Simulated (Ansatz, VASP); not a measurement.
One calculation of SrTiO3, two programs

File INCAR:

```
PREC = Accurate ; ENCUT = 520
EDIFF = 1E-6 ; ISMEAR = -1
SIGMA = 0.05 ; LREAL = False
LASPH = True ; NELM = 100
ALGO = Normal ; ISIF = 2
LWAVE = False ; LCHARG = True
GGA = PE ; LELF = True
LVHAR = True ; NBANDS = 28
```

Contents of KPOINTS:

```
regular mesh
0
Gamma
  7 7 7
```

File POSCAR:

```
SrTiO3
1.0
    3.9815880716      0.0000000000      0.0000000000
    0.0000000000      3.9815880716      0.0000000000
    0.0000000000      0.0000000000      3.9815880716
Sr Ti O
1 1 3
Direct
    0.0000000000      0.0000000000      0.0000000000
    0.5000000000      0.5000000000      0.5000000000
    0.0000000000      0.5000000000      0.5000000000
    0.5000000000      0.0000000000      0.5000000000
    0.5000000000      0.5000000000      0.0000000000
```

Input for Ansatz:

```yaml
crystal:
  lattice:
    - [3.9815880716, 0.0, 0.0]
    - [0.0, 3.9815880716, 0.0]
    - [0.0, 0.0, 3.9815880716]
  atoms:
    - { symbol: Sr, position: [0.0, 0.0, 0.0] }
    - { symbol: Ti, position: [0.5, 0.5, 0.5] }
    - { symbol: O, position: [0.0, 0.5, 0.5] }
    - { symbol: O, position: [0.5, 0.0, 0.5] }
    - { symbol: O, position: [0.5, 0.5, 0.0] }
kpoints:
  mp_grid: { grid: [7, 7, 7] }
  band_path:
    path:
      - [0.0, 0.0, 0.0]
      - [0.0, 0.5, 0.0]
      - [0.5, 0.5, 0.0]
      - [0.0, 0.0, 0.0]
      - [0.5, 0.5, 0.5]
      - [0.0, 0.5, 0.0]
      - [0.5, 0.5, 0.5]
      - [0.5, 0.5, 0.0]
    npoints: 5
scf:
  occupations: { method: fermi_dirac, width: 0.05 }
hamiltonian:
  xc: pbe
  pseudopotentials: { kind: all_electron, lapw: { basis_error: 0.001 } }
output:
  forces: true
  stress: true
  eigenvalues: true
```

Change from the starting cell: volume scaled by 1.06.

Alike in both runs: task single point; functional PBE; k mesh 7 × 7 × 7; occupations fermi-dirac, width 0.05 eV; no spin polarisation.

```csv
,VASP,Ansatz
version,VASP 6.6.1,Ansatz 0.2.0
potentials or method,"VASP PAW PBE potentials, release 64 (Sr_sv, Ti_sv, O), cutoff 520 eV","all-electron LAPW, scalar-relativistic"
```

Ansatz gave:

```
pressure (GPa) : -5.4
```

What did VASP give for the same quantities?

Pressure (GPa): -4.8.

Ansatz ran all-electron here, and VASP with PAW potentials.
